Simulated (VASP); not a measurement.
KI:

```
K I
1.0
     4.35988   -0.11429   -0.11429
    -0.11429    4.35988   -0.11429
    -0.11429   -0.11429    4.35988
K I
1 1
Direct
  0.00000 0.00000 0.00000
  0.50000 0.50000 0.50000
```

This cell differs from its parent crystal: epitaxial 111 strain +4.3%.

Base run:

| Quantity | Value |
| --- | --- |
| Program | VASP 6.6.1 |
| Functional | PBE |
| Potentials or basis | VASP PAW PBE potentials, release 64 (K_sv, I) |
| Cutoff | 520 eV |
| k mesh | 6 × 6 × 6 |
| Occupations | fermi-dirac, width 0.02 eV |
| Spin | no spin polarisation |

Its results: band gap on the k mesh 3.24 eV, indirect (least direct gap 3.52 eV); pressure 0.0 GPa.

The run is repeated on the same cell with these changes: functional from PBE to r2SCAN; occupations from fermi-dirac, width 0.02 eV to gaussian, width 0.01 eV. What comes out?

Band gap on the k mesh 3.93 eV, indirect (least direct gap 4.22 eV); pressure -0.5 GPa.

Caveats: spin-orbit coupling is left out, which moves the levels of the heavy elements; the PAW data sets were made with another functional, which shifts forces and pressure a little (some runs).

A k mesh can miss the band edges.
